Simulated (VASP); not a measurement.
# CdS (Fm-3m) in VASP: notebook, part 2 of 2

VASP 6.6.1. Earlier steps stand in the parts before.

### 3 Single point, PBE

This run uses another cell than the first one, of 20.74 Å³/atom, 0.994 times its volume.

Input file INCAR:

```
ALGO = Normal
EDIFF = 1E-6
ENCUT = 520
GGA = PE
ISIF = 2
ISMEAR = 0
LASPH = T
LCHARG = F
LREAL = F
LWAVE = F
NBANDS = 16
NELM = 100
PREC = Accurate
SIGMA = 0.01
```

Input file KPOINTS:

```
k-points
0
Gamma
  12 12 12
```

Input file POSCAR:

```
CdS
1.0
    0.0000000000      2.7474986718      2.7474986718
    2.7474986718      0.0000000000      2.7474986718
    2.7474986718      2.7474986718      0.0000000000
Cd S
1 1
Direct
    0.0000000000      0.0000000000      0.0000000000
    0.5000000000      0.5000000000      0.5000000000
```

Potentials or basis: VASP PAW PBE potentials, release 64 (Cd, S).

On the command line:

```
cat potpaw_PBE.64/Cd/POTCAR potpaw_PBE.64/S/POTCAR > POTCAR
mpirun -np 1 vasp_std > vasp.out
```

OUTCAR:

```text
EDIFF = 1E-6
   ENCUT = 520
   GGA = PE
   ISIF = 2
   ISMEAR = 0
   LASPH = T
   LREAL = F
   NELM = 100
   PREC = Accurate

 ion  position               nearest neighbor table
   1  0.000  0.000  0.000-   2 2.75   2 2.75   2 2.75   2 2.75   2 2.75   2 2.75
   2  0.500  0.500  0.500-   1 2.75   1 2.75   1 2.75   1 2.75   1 2.75   1 2.75

  LATTYP: Found a face centered cubic cell.
 ALAT       =     5.4949973436

  Lattice vectors:

 A1 = (   0.0000000000,   2.7474986718,   2.7474986718)
 A2 = (   2.7474986718,   0.0000000000,   2.7474986718)
 A3 = (   2.7474986718,   2.7474986718,   0.0000000000)

Analysis of symmetry for initial positions (statically):
=====================================================================
 Subroutine PRICEL returns:
 Original cell was already a primitive cell.

 Routine SETGRP: Setting up the symmetry group for a
 face centered cubic supercell.

 Subroutine GETGRP returns: Found 48 space group operations
 (whereof 48 operations were pure point group operations)
 out of a pool of 48 trial point group operations.

The static configuration has the point symmetry O_h .

Analysis of symmetry for dynamics (positions and initial velocities):
=====================================================================
 Subroutine PRICEL returns:
 Original cell was already a primitive cell.

 Routine SETGRP: Setting up the symmetry group for a
 face centered cubic supercell.

 Subroutine GETGRP returns: Found 48 space group operations
 (whereof 48 operations were pure point group operations)
 out of a pool of 48 trial point group operations.

The dynamic configuration has the point symmetry O_h .

 Subroutine INISYM returns: Found 48 space group operations
 (whereof 48 operations are pure point group operations),
 and found     1 'primitive' translations

----------------------------------------------------------------------------------------

[... 111 lines left out ...]
     AMIX     =   0.40;   BMIX     =  1.00
     AMIX_MAG =   1.60;   BMIX_MAG =  1.00
  volume/ion in A,a.u.               =      20.74       139.96
  Fermi-wavevector in a.u.,A,eV,Ry     =   1.239419  2.342162 20.900721  1.536160
  Thomas-Fermi vector in A             =   2.373903
   LORBIT       =      0    0 simple, 1 ext, 2 COOP (PROOUT), +10 PAW based schemes
   GGA     = PE    functional components
   LHFCALC =     F    Hartree Fock is set to
   AEXX    =    0.0000 exact exchange contribution
   IVDW    =     0    specifies the selected vdW correction
   LEPSILON=     F    determine dielectric tensor
   LRPA    =     F    only Hartree local field effects (RPA)
 non-spin polarized calculation
 Gauss-broadening in eV      SIGMA  =   0.01
  energy-cutoff  :      520.00
  volume of cell :       41.48
 maximum number of plane-waves:      1139
 NGX is ok and might be reduce to    30
   NGX = 15   NGY = 15   NGZ = 15

 number of electron      18.0000005 magnetization

 Free energy of the ion-electron system (eV)
  ---------------------------------------------------
  ext. energy  EPLUGINS =         0.00000000
  ---------------------------------------------------
  free energy    TOTEN  =        -5.87717688 eV

  energy without entropy =       -5.87717688  energy(sigma->0) =       -5.87717688

 E-fermi :   2.8215     XC(G=0): -10.3345

 val. band max:        2.7794101642   @ k =  -0.2500   0.1667   0.0000
 cond. band min:       3.0286793327   @ k =   0.5000   0.5000   0.0000
 fundamental gap:      0.2492691685
 Fermi energy:         2.8215166252

 k-point     1 :       0.0000    0.0000    0.0000
  band No.  band energies     occupation
      1      -9.9287      2.00000
      2      -4.8101      2.00000
      3      -4.8101      2.00000
      4      -4.8101      2.00000
      5      -4.8099      2.00000
      6      -4.8099      2.00000
[... 433 lines left out ...]
      3      -4.9949      2.00000
      4      -4.8918      2.00000
      5      -4.6168      2.00000
      6      -4.5716      2.00000
[... 8 lines left out ...]
     15      15.1346      0.00000
     16      16.3362      0.00000

 [... further k-points ...]

------------------------ aborting loop because EDIFF is reached ----------------------------------------

  FORCE on cell =-STRESS in cart. coord.  units (eV):
  Direction    XX          YY          ZZ          XY          YZ          ZX
  --------------------------------------------------------------------------------------
  -------------------------------------------------------------------------------------
  Total        0.0967729      0.0967729      0.0967729     -0.0000000      0.0000000      0.0000000
  in kB        3.7378507      3.7378507      3.7378507     -0.0000000      0.0000000      0.0000000
  external PRESSURE =       3.7378507 kB  Pullay stress =       0.0000000 kB

 VOLUME and BASIS-vectors are now :
 -----------------------------------------------------------------------------
  energy-cutoff  :      520.00
  volume of cell :       41.48
      direct lattice vectors                 reciprocal lattice vectors
     0.000000000  2.747498672  2.747498672    -0.181983709  0.181983709  0.181983709
     2.747498672  0.000000000  2.747498672     0.181983709 -0.181983709  0.181983709
     2.747498672  2.747498672  0.000000000     0.181983709  0.181983709 -0.181983709

 POSITION                                       TOTAL-FORCE (eV/Angst)
 -----------------------------------------------------------------------------------
      0.00000      0.00000      0.00000         0.000000     -0.000000     -0.000000
      2.74750      2.74750      2.74750         0.000000      0.000000      0.000000
 -----------------------------------------------------------------------------------
    total drift:                               -0.000000      0.000000      0.000000

  FREE ENERGIE OF THE ION-ELECTRON SYSTEM (eV)
  ---------------------------------------------------
  free  energy   TOTEN  =        -5.8771768845 eV

  energy  without entropy=       -5.8771768845  energy(sigma->0) =       -5.87717688
```

OSZICAR:

```text
N       E                     dE             d eps       ncg     rms          rms(c)
DAV:   1     0.105570683387E+03    0.10557E+03   -0.94610E+03  2392   0.106E+03
DAV:   2    -0.266158505529E+01   -0.10823E+03   -0.10138E+03  2792   0.253E+02
DAV:   3    -0.643986987468E+01   -0.37783E+01   -0.37717E+01  2768   0.489E+01
DAV:   4    -0.645771141035E+01   -0.17842E-01   -0.17840E-01  2968   0.337E+00
DAV:   5    -0.645788519222E+01   -0.17378E-03   -0.17378E-03  2680   0.318E-01    0.726E+00
DAV:   6    -0.590292954655E+01    0.55496E+00   -0.87359E-01  3080   0.114E+01    0.613E+00
DAV:   7    -0.587825337806E+01    0.24676E-01   -0.16394E-01  2888   0.291E+00    0.321E+00
DAV:   8    -0.587727294103E+01    0.98044E-03   -0.17270E-02  2704   0.161E+00    0.284E-01
DAV:   9    -0.587710083237E+01    0.17211E-03   -0.13847E-03  2904   0.522E-01    0.612E-02
DAV:  10    -0.587715479795E+01   -0.53966E-04   -0.18070E-04  2840   0.132E-01    0.579E-02
DAV:  11    -0.587717979347E+01   -0.24996E-04   -0.40496E-05  2848   0.640E-02    0.205E-02
DAV:  12    -0.587717667753E+01    0.31159E-05   -0.10182E-05  3040   0.381E-02    0.827E-03
DAV:  13    -0.587717688451E+01   -0.20698E-06   -0.97613E-07  1736   0.628E-03
   1 F= -.58771769E+01 E0= -.58771769E+01  d E =-.157354E-11
```

stdout:

```text
POSCAR found type information on POSCAR CdS
 POSCAR found :  2 types and       2 ions
 scaLAPACK will be used
 LDA part: xc-table for (Slater+PW92), standard interpolation
 POSCAR, INCAR and KPOINTS ok, starting setup
 FFT: planning ... GRIDC
 FFT: planning ... GRID_SOFT
 FFT: planning ... GRID
 WAVECAR not read
 entering main loop
```

Run time: 25 s. Hardware: 1 thread of AMD EPYC 9R45 (Zen 5), shared host; peak memory 0.16 GiB.

What came out:

```
Free energy            : -5.8772 eV
Pressure               : 0.4 GPa
Band gap on the k mesh : 0.25 eV, indirect (least direct gap 1.57 eV)
```

Levels at points of the mesh, in eV from the valence-band top:
| k point | band 7 | band 8 | band 9 | band 10 | band 11 | band 12 |
| --- | --- | --- | --- | --- | --- | --- |
| (0.00, 0.00, 0.00) | -0.72 | -0.72 | -0.72 | 0.85 | 9.23 | 9.23 |
| (0.50, 0.00, 0.00) | -4.79 | -0.01 | -0.01 | 3.53 | 5.92 | 5.92 |
| (0.50, 0.50, 0.00) | -4.15 | -2.08 | -2.08 | 0.25 | 6.06 | 9.77 |

A k mesh can miss the band edges.

### 4 Single point, PBE

This run uses another cell than the first one, of 20.74 Å³/atom, 0.994 times its volume.

Input file INCAR:

```
SYSTEM = CdS
  ALGO = Normal
  EDIFF = 1E-6
  ENCUT = 520
  GGA = PE
  ISIF = 2
  ISMEAR = 0
  LASPH = .TRUE.
  LCHARG = .TRUE.
  LELF = .TRUE.
  LREAL = .FALSE.
  LVHAR = .TRUE.
  LWAVE = .FALSE.
  NBANDS = 16
  NELM = 60
  PREC = Accurate
  SIGMA = 0.01
```

Input file KPOINTS:

```
k-points
0
G
  12 12 12
  0 0 0
```

POSCAR is that of step 3.

On the command line:

```
cat potpaw_PBE.64/Cd/POTCAR potpaw_PBE.64/S/POTCAR > POTCAR
mpirun -np 1 vasp_std > vasp.out
```

Run time: 26 s. Hardware: 1 thread of AMD EPYC 9R45 (Zen 5), shared host; peak memory 0.17 GiB.

It converged, with:

* Free energy: -5.8772 eV
* Pressure: 0.4 GPa
* Band gap on the k mesh: 0.25 eV, indirect (least direct gap 1.57 eV)

Levels at points of the mesh, in eV from the valence-band top:
```
           k point  band 5  band 6  band 7  band 8  band 9  band 10  band 11  band 12  band 13  band 14
(0.00, 0.00, 0.00)   -7.59   -7.59   -0.72   -0.72   -0.72     0.85     9.23     9.23     9.23    11.34
(0.50, 0.00, 0.00)   -7.39   -7.39   -4.79   -0.01   -0.01     3.53     5.92     5.92     6.71    12.23
(0.50, 0.50, 0.00)   -7.33   -6.67   -4.15   -2.08   -2.08     0.25     6.06     9.77    11.17    11.17
```

### 5 Single point, r2SCAN

This run uses another cell than the first one, of 20.74 Å³/atom, 0.994 times its volume.

POSCAR is that of step 4.

Input file INCAR.step1:

```
ALGO = Normal ; EDIFF = 1E-4
ENCUT = 520 ; GGA = PE
ISMEAR = 0 ; LASPH = T
LCHARG = F ; LREAL = F
LWAVE = T ; NBANDS = 16
NELM = 80 ; PREC = Accurate
SIGMA = 0.01
```

Input file INCAR.step2:

```
ALGO = Normal ; EDIFF = 1E-7
ENCUT = 520 ; ISIF = 2
ISMEAR = 0 ; ISTART = 1
LASPH = T ; LCHARG = F
LMIXTAU = T ; LREAL = F
LWAVE = F ; METAGGA = R2SCAN
NBANDS = 16 ; NELM = 80
PREC = Accurate ; SIGMA = 0.01
```

Input file KPOINTS:

```
k-points
0
Gamma
  12 12 12
```

On the command line:

```
cat potpaw_PBE.64/Cd/POTCAR potpaw_PBE.64/S/POTCAR > POTCAR
cp INCAR.step1 INCAR
mpirun -np 1 vasp_std > vasp.out
cp INCAR.step2 INCAR
mpirun -np 1 vasp_std > vasp.out
```

Wall time 2.2 min (1 thread of AMD EPYC 9R45 (Zen 5), shared host); peak memory 0.17 GiB.

Results (log left out):

| Quantity | Value |
| --- | --- |
| Free energy | -29.5224 eV |
| Pressure | -1.4 GPa |
| Band gap on the k mesh | 0.73 eV, indirect (least direct gap 2.19 eV) |

Levels at points of the mesh, in eV from the valence-band top:
| k point | band 6 | band 7 | band 8 | band 9 | band 10 | band 11 | band 12 | band 13 |
| --- | --- | --- | --- | --- | --- | --- | --- | --- |
| (0.00, 0.00, 0.00) | -7.82 | -0.72 | -0.72 | -0.72 | 1.47 | 9.72 | 9.72 | 9.72 |
| (0.50, 0.00, 0.00) | -7.63 | -4.81 | -0.01 | -0.01 | 4.06 | 6.47 | 6.47 | 7.39 |
| (0.50, 0.50, 0.00) | -6.88 | -4.20 | -2.11 | -2.11 | 0.73 | 6.44 | 10.61 | 12.09 |

Caveat: the PAW data sets were made with another functional, which shifts forces and pressure a little. A k mesh can miss the band edges.

### 6 Overview

| level | cell | k mesh | smearing | gap on the mesh (eV) | pressure (GPa) |
| --- | --- | --- | --- | --- | --- |
| PBE | a = 3.894 Å, angles 60.0°, 2 atoms | 6 × 6 × 6 | gaussian 0.1 eV | 0.25 | 0.0 |
| PBE | a = 3.886 Å, angles 60.0°, 2 atoms | 12 × 12 × 12 | gaussian 0.01 eV | 0.25 | 0.4 |
| r2SCAN | a = 3.886 Å, angles 60.0°, 2 atoms | 12 × 12 × 12 | gaussian 0.01 eV | 0.73 | -1.4 |

Alike in all rows: task single point; potentials or basis VASP PAW PBE potentials, release 64 (Cd, S); no spin polarisation; cutoff (eV) 520.

Caveats: the PAW data sets were made with another functional, which shifts forces and pressure a little (some runs).

Total energies depend on the potentials used, so only differences within one code and one set of settings carry meaning.
